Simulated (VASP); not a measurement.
# As (Cmce) in VASP: further runs, part 2 of 2

VASP 6.6.1. The steps go on from the part before.

### Step 6. Relaxation of cell and atoms, PBEsol

This run uses another cell than the first one, of 22.43 Å³/atom.

INCAR reads:

```
ALGO = Normal
EDIFF = 1E-7
EDIFFG = -0.01
ENCUT = 600
GGA = PS
IBRION = 2
ISIF = 3
ISMEAR = -1
LASPH = True
LCHARG = False
LREAL = False
LWAVE = False
NELM = 100
NSW = 60
PREC = Accurate
SIGMA = 0.05
```

KPOINTS reads:

```
k-points
0
Gamma
  8 8 6
```

POSCAR reads:

```
As
1.0
    1.8250000000     -5.5000000000      0.0000000000
    1.8250000000      5.5000000000      0.0000000000
    0.0000000000      0.0000000000      4.4700000000
As
4
Direct
    0.3900000000      0.6100000000      0.5600000000
    0.8900000000      0.1100000000      0.9400000000
    0.6100000000      0.3900000000      0.4400000000
    0.1100000000      0.8900000000      0.0600000000
```

Potentials or basis: VASP PAW PBE potentials, release 64 (As).

On the command line:

```
cat potpaw_PBE.64/As/POTCAR > POTCAR
mpirun -np 1 vasp_std > vasp.out
```

OUTCAR:

```text
EDIFF = 1E-7
   EDIFFG = -0.01
   ENCUT = 600
   GGA = PS
   IBRION = 2
   ISIF = 3
   ISMEAR = -1
   LASPH = True
   LREAL = False
   NELM = 100
   NSW = 60
   PREC = Accurate

 ion  position               nearest neighbor table
   1  0.390  0.610  0.560-   3 2.48   2 2.49   2 2.49
   2  0.890  0.110  0.940-   4 2.48   1 2.49   1 2.49
   3  0.610  0.390  0.440-   1 2.48   4 2.49   4 2.49
   4  0.110  0.890  0.060-   2 2.48   3 2.49   3 2.49

  LATTYP: Found a base centered orthorhombic cell.
 ALAT       =     3.6500000000
 B/A-ratio  =     3.0136986301
 C/A-ratio  =     1.2246575342

  Lattice vectors:

 A1 = (   1.8250000000,  -5.5000000000,   0.0000000000)
 A2 = (   1.8250000000,   5.5000000000,   0.0000000000)
 A3 = (   0.0000000000,   0.0000000000,   4.4700000000)

Analysis of symmetry for initial positions (statically):
=====================================================================
 Subroutine PRICEL returns:
 Original cell was already a primitive cell.

 Routine SETGRP: Setting up the symmetry group for a
 base centered orthorhombic supercell.

 Subroutine GETGRP returns: Found  8 space group operations
 (whereof  4 operations were pure point group operations)
 out of a pool of  8 trial point group operations.

The static configuration has the point symmetry C_2h.
 The point group associated with its full space group is D_2h.

Analysis of symmetry for dynamics (positions and initial velocities):
=====================================================================
 Subroutine PRICEL returns:
[... 295 lines left out ...]
     12       7.0657      0.00000
     13       7.1509      0.00000
     14       8.3098      0.00000
[... 379 lines left out ...]
      3      -5.2986      2.00000
      4      -3.0230      2.00000
      5      -0.4938      2.00000
      6       0.0388      2.00000
      7       1.5284      2.00000
      8       2.4658      2.00000
      9       3.2785      2.00000
     10       3.6117      2.00000
     11       5.9496      0.00000
     12       6.2990      0.00000
     13       7.8380      0.00000
     14       8.2112      0.00000

 [... further k-points ...]

[... ionic steps 4 to 15 ...]

--------------------------------------- Ionic step       16  -------------------------------------------

 number of electron      19.9999999 magnetization

------------------------ aborting loop because EDIFF is reached ----------------------------------------
[... 71 lines left out ...]
--------------------------------------- Ionic step       18  -------------------------------------------

 number of electron      19.9999999 magnetization

 Free energy of the ion-electron system (eV)
  ---------------------------------------------------
  ext. energy  EPLUGINS =         0.00000000
  ---------------------------------------------------
  free energy    TOTEN  =       -20.26155448 eV

  energy without entropy =      -20.25832951  energy(sigma->0) =      -20.25994200

 E-fermi :   4.9477     XC(G=0): -10.0829

 val. band max:        4.9471101932   @ k =   0.5000   0.5000   0.1667
 cond. band min:       4.9633241468   @ k =   0.5000   0.5000   0.0000
 fundamental gap:      0.0162139536
 Fermi energy:         4.9477213403

 k-point     1 :       0.0000    0.0000    0.0000
  band No.  band energies     occupation
      1      -9.8686      2.00000
      2      -6.9302      2.00000
      3      -4.1063      2.00000
      4      -1.2628      2.00000
      5      -0.9037      2.00000
      6       0.7062      2.00000
      7       1.5788      2.00000
      8       2.6618      2.00000
      9       2.9424      2.00000
     10       4.1735      2.00000
     11       6.8862      0.00000
     12       7.3918      0.00000
     13       7.4554      0.00000
     14       8.6383      0.00000
[... 422 lines left out ...]
  FREE ENERGIE OF THE ION-ELECTRON SYSTEM (eV)
  ---------------------------------------------------
  free  energy   TOTEN  =       -20.2615544840 eV

  energy  without entropy=      -20.2583295061  energy(sigma->0) =      -20.25994200

 reached required accuracy - stopping structural energy minimisation
```

CONTCAR:

```text
As
   1.00000000000000
     1.8728172689496412   -5.4505085153801893    0.0000000000000000
     1.8728172689496412    5.4505085153801893   -0.0000000000000000
     0.0000000000000000   -0.0000000000000000    4.2484921724282882
  As
     4
Direct
     0.3877583198382844    0.6122416801617154    0.5536169543811098
     0.8877583198382846    0.1122416801617155    0.9463830456188902
     0.6122416801617154    0.3877583198382844    0.4463830456188901
     0.1122416801617155    0.8877583198382846    0.0536169543811098

  0.00000000E+00  0.00000000E+00  0.00000000E+00
  0.00000000E+00  0.00000000E+00  0.00000000E+00
  0.00000000E+00  0.00000000E+00  0.00000000E+00
  0.00000000E+00  0.00000000E+00  0.00000000E+00
```

It took 17 min on 1 thread of Intel Xeon Platinum 8488C (Sapphire Rapids), shared host; peak memory 0.35 GiB.

What came out:

```yaml
Free_energy: -20.2616 eV
Relaxed_volume: 21.68 Å³/atom
Relaxed_cell: a = 5.763 Å, b = 5.763 Å, c = 4.248 Å, α = 90.00°, β = 90.00°, γ = 142.07°
Space_group_after_relaxing_to_0.1_Å: Cmce (No. 64)
Energy_gained_by_relaxing: 5.9 meV/atom
Ionic_steps: 18
Pressure_after_relaxing: 0.0 GPa
Largest_force_after_relaxing: 0.007 eV/Å
Band_gap_on_the_k_mesh: zero (bands 10 and 11 overlap by 0.39 eV)
```

Forces on the atoms (eV/Å):
```
As   0.000  0.003 -0.006
As   0.000  0.003  0.006
As   0.000 -0.003  0.006
As   0.000 -0.003 -0.006
```

Stress tensor (GPa, compression positive):
```
 0.06  0.00  0.00
 0.00  0.00  0.00
 0.00  0.00 -0.04
```

The path:
| step | energy change (eV) | largest force (eV/Å) | pressure (GPa) | volume (Å³) |
| --- | --- | --- | --- | --- |
| 1 | 0.0000 | 0.1183 | 0.12 | 89.74 |
| 2 | -0.0058 | 0.0351 | -0.27 | 89.95 |
| 3 | -0.0068 | 0.0828 | -0.50 | 90.09 |
| 4 | -0.0110 | 0.1020 | -0.26 | 89.50 |
| 5 | -0.0133 | 0.1581 | 0.11 | 88.64 |
| 6 | -0.0171 | 0.0923 | -0.15 | 88.27 |
| 7 | -0.0192 | 0.0259 | -0.59 | 87.60 |
| 8 | -0.0216 | 0.0274 | -0.30 | 86.75 |
| 9 | -0.0220 | 0.0404 | -0.13 | 86.26 |
| 10 | -0.0225 | 0.0275 | -0.01 | 86.27 |
| 11 | -0.0228 | 0.0282 | 0.14 | 86.29 |
| 12 | -0.0228 | 0.0332 | 0.20 | 86.29 |
| 13 | -0.0232 | 0.0240 | 0.05 | 86.55 |
| 14 | -0.0233 | 0.0228 | -0.04 | 86.73 |
| 15 | -0.0234 | 0.0072 | -0.02 | 86.74 |
| 16 | -0.0234 | 0.0033 | -0.01 | 86.74 |
| 17 | -0.0234 | 0.0045 | 0.00 | 86.74 |
| 18 | -0.0235 | 0.0067 | 0.01 | 86.74 |

Final structure:
```
As
1.0
     1.87282   -5.45051    0.00000
     1.87282    5.45051    0.00000
     0.00000    0.00000    4.24849
As
4
Direct
  0.38776 0.61224 0.55362
  0.88776 0.11224 0.94638
  0.61224 0.38776 0.44638
  0.11224 0.88776 0.05362
```

Caveat: the PAW data sets were made with another functional, which shifts forces and pressure a little.

### Step 7. Relaxation of cell and atoms, PBEsol, target pressure 2 GPa, at which the enthalpy is minimised

This run uses another cell than the first one, of 22.43 Å³/atom.

INCAR reads:

```
PREC = Accurate
ENCUT = 600
EDIFF = 1E-6
ISMEAR = -1
SIGMA = 0.05
LREAL = False
LASPH = True
NELM = 80
ALGO = Normal
ISIF = 3
LWAVE = False
LCHARG = False
GGA = PS
IBRION = 2
NSW = 60
EDIFFG = -0.01
PSTRESS = 20.0
```

KPOINTS reads:

```
Automatic mesh
0
Gamma
  8 8 6
```

POSCAR is that of step 6.

Potentials or basis: VASP PAW PBE potentials, release 64 (As).

On the command line:

```
cat potpaw_PBE.64/As/POTCAR > POTCAR
mpirun -np 1 vasp_std > vasp.out
```

OUTCAR:

```text
PREC = Accurate
   ENCUT = 600
   EDIFF = 1E-6
   ISMEAR = -1
   LREAL = False
   LASPH = True
   NELM = 80
   ISIF = 3
   GGA = PS
   IBRION = 2
   NSW = 60
   EDIFFG = -0.01
   PSTRESS = 20.0

 ion  position               nearest neighbor table
   1  0.390  0.610  0.560-   3 2.48   2 2.49   2 2.49
   2  0.890  0.110  0.940-   4 2.48   1 2.49   1 2.49
   3  0.610  0.390  0.440-   1 2.48   4 2.49   4 2.49
   4  0.110  0.890  0.060-   2 2.48   3 2.49   3 2.49

  LATTYP: Found a base centered orthorhombic cell.
 ALAT       =     3.6500000000
 B/A-ratio  =     3.0136986301
 C/A-ratio  =     1.2246575342

  Lattice vectors:

 A1 = (   1.8250000000,  -5.5000000000,   0.0000000000)
 A2 = (   1.8250000000,   5.5000000000,   0.0000000000)
 A3 = (   0.0000000000,   0.0000000000,   4.4700000000)

Analysis of symmetry for initial positions (statically):
=====================================================================
[... 717 lines left out ...]

 number of electron      19.9999999 magnetization

------------------------ aborting loop because EDIFF is reached ----------------------------------------
[... 75 lines left out ...]
--------------------------------------- Ionic step       14  -------------------------------------------

 number of electron      19.9999999 magnetization

 Free energy of the ion-electron system (eV)
  ---------------------------------------------------
  ext. energy  EPLUGINS =         0.00000000
  ---------------------------------------------------
  free energy    TOTEN  =       -20.23625934 eV

  energy without entropy =      -20.23275399  energy(sigma->0) =      -20.23450667

 E-fermi :   5.4092     XC(G=0): -10.3429

 val. band max:        5.4008831786   @ k =   0.5000   0.5000   0.0000
 cond. band min:       5.4809647051   @ k =  -0.2500   0.2500   0.3333
 fundamental gap:      0.0800815265
 Fermi energy:         5.4091606983

 k-point     1 :       0.0000    0.0000    0.0000
  band No.  band energies     occupation
      1      -9.6059      2.00000
      2      -6.4221      2.00000
      3      -3.4332      2.00000
      4      -1.0652      2.00000
      5      -0.2274      2.00000
      6       1.0733      2.00000
      7       1.9423      2.00000
      8       2.9136      2.00000
      9       3.5162      2.00000
     10       4.7347      2.00000
     11       7.5317      0.00000
     12       8.1171      0.00000
     13       8.2906      0.00000
     14       9.4562      0.00000
[... 426 lines left out ...]
  energy  without entropy=      -20.2327539913  energy(sigma->0) =      -20.23450667

  enthalpy is  TOTEN    =       -19.2097469630 eV   P V=        1.0265123777

 reached required accuracy - stopping structural energy minimisation
```

CONTCAR:

```text
As
   1.00000000000000
     1.8730886359680892   -5.3369592496539164   -0.0000000000000000
     1.8730886359680892    5.3369592496539164    0.0000000000000000
     0.0000000000000000   -0.0000000000000000    4.1130365208616269
  As
     4
Direct
     0.3852968476802741    0.6147031523197263    0.5479236615492806
     0.8852968476802737    0.1147031523197260    0.9520763384507194
     0.6147031523197263    0.3852968476802741    0.4520763384507192
     0.1147031523197260    0.8852968476802737    0.0479236615492808

  0.00000000E+00  0.00000000E+00  0.00000000E+00
  0.00000000E+00  0.00000000E+00  0.00000000E+00
  0.00000000E+00  0.00000000E+00  0.00000000E+00
  0.00000000E+00  0.00000000E+00  0.00000000E+00
```

It used 720 s of CPU time on 1 thread of Intel(R) Xeon(R) Platinum 8488C (Sapphire Rapids), with other jobs on the host.

Results:

```yaml
Free_energy: -20.2363 eV
Relaxed_volume: 20.56 Å³/atom
Relaxed_cell: a = 5.656 Å, b = 5.656 Å, c = 4.113 Å, α = 90.00°, β = 90.00°, γ = 141.32°
Space_group_after_relaxing_to_0.1_Å: Cmce (No. 64)
Energy_change_on_relaxing_the_run_minimises_the_enthalpy: +0.5 meV/atom
Ionic_steps: 14
Pressure_after_relaxing: 2.1 GPa
Band_gap_on_the_k_mesh: zero (bands 10 and 11 overlap by 0.51 eV)
```

Forces on the atoms (eV/Å):
```
As   0.000  0.002  0.000
As   0.000  0.002  0.000
As   0.000 -0.002  0.000
As   0.000 -0.002  0.000
```

The path:
| step | energy change (eV) | largest force (eV/Å) | pressure (GPa) | volume (Å³) |
| --- | --- | --- | --- | --- |
| 1 | 0.0000 | 0.1185 | 0.13 | 89.74 |
| 2 | 0.0217 | 0.3839 | 2.85 | 86.37 |
| 3 | 0.0149 | 0.3333 | 2.41 | 86.86 |
| 4 | 0.0054 | 0.2627 | 2.36 | 85.66 |
| 5 | 0.0170 | 0.2152 | 2.62 | 82.06 |
| 6 | 0.0073 | 0.1734 | 1.06 | 82.79 |
| 7 | 0.0054 | 0.0950 | 1.79 | 82.43 |
| 8 | 0.0063 | 0.0167 | 2.27 | 82.10 |
| 9 | 0.0072 | 0.0406 | 2.39 | 82.01 |
| 10 | 0.0025 | 0.0343 | 2.13 | 82.24 |
| 11 | 0.0008 | 0.0404 | 2.00 | 82.35 |
| 12 | 0.0003 | 0.0207 | 1.95 | 82.36 |
| 13 | 0.0000 | 0.0095 | 1.89 | 82.39 |
| 14 | 0.0018 | 0.0021 | 2.06 | 82.23 |

Final structure:
```
As
1.0
     1.87309   -5.33696    0.00000
     1.87309    5.33696    0.00000
     0.00000    0.00000    4.11304
As
4
Direct
  0.38530 0.61470 0.54792
  0.88530 0.11470 0.95208
  0.61470 0.38530 0.45208
  0.11470 0.88530 0.04792
```

Caveat: the cell is relaxed towards a set pressure, so the run minimises the enthalpy, not the energy; the PAW data sets were made with another functional, which shifts forces and pressure a little.

### Step 8. The runs side by side

```tsv
task	cell	cutoff (eV)	gap on the mesh (eV)	pressure (GPa)	largest force (eV/Å)
single point	a = 5.437, b = 5.437, c = 3.869 Å, angles 90.0, 90.0, 140.3°, 4 atoms, atomic positions A	520	none	10.6	0.08
single point	a = 5.551, b = 5.551, c = 4.000 Å, angles 90.0, 90.0, 140.8°, 4 atoms, atomic positions B	520	none	5.5	0.08
single point	a = 5.653, b = 5.653, c = 4.117 Å, angles 90.0, 90.0, 141.4°, 4 atoms, atomic positions C	520	none	2.5	0.07
single point	a = 5.757, b = 5.757, c = 4.248 Å, angles 90.0, 90.0, 142.1°, 4 atoms, atomic positions D	520	none	0.4	0.07
relaxation of cell and atoms	relaxed from a = 5.795, b = 5.795, c = 4.470 Å, angles 90.0, 90.0, 143.3°, 4 atoms, atomic positions E	600	none	0.0	0.01
relaxation of cell and atoms	relaxed to 2 GPa from a = 5.795, b = 5.795, c = 4.470 Å, angles 90.0, 90.0, 143.3°, 4 atoms, atomic positions E	600	none	2.1	-
```

Alike in all rows: level PBEsol; potentials or basis VASP PAW PBE potentials, release 64 (As); no spin polarisation; k mesh 8 × 8 × 6; smearing fermi-dirac 0.05 eV.

Caveats: the PAW data sets were made with another functional, which shifts forces and pressure a little; the cell stands under pressure (at least some runs); the cell is relaxed towards a set pressure, so the run minimises the enthalpy, not the energy (at least some runs).

Total energies depend on the potentials used, so only differences within one code and one set of settings carry meaning.

The gap in the log of VASP goes by the Fermi energy; the results here count the filled bands.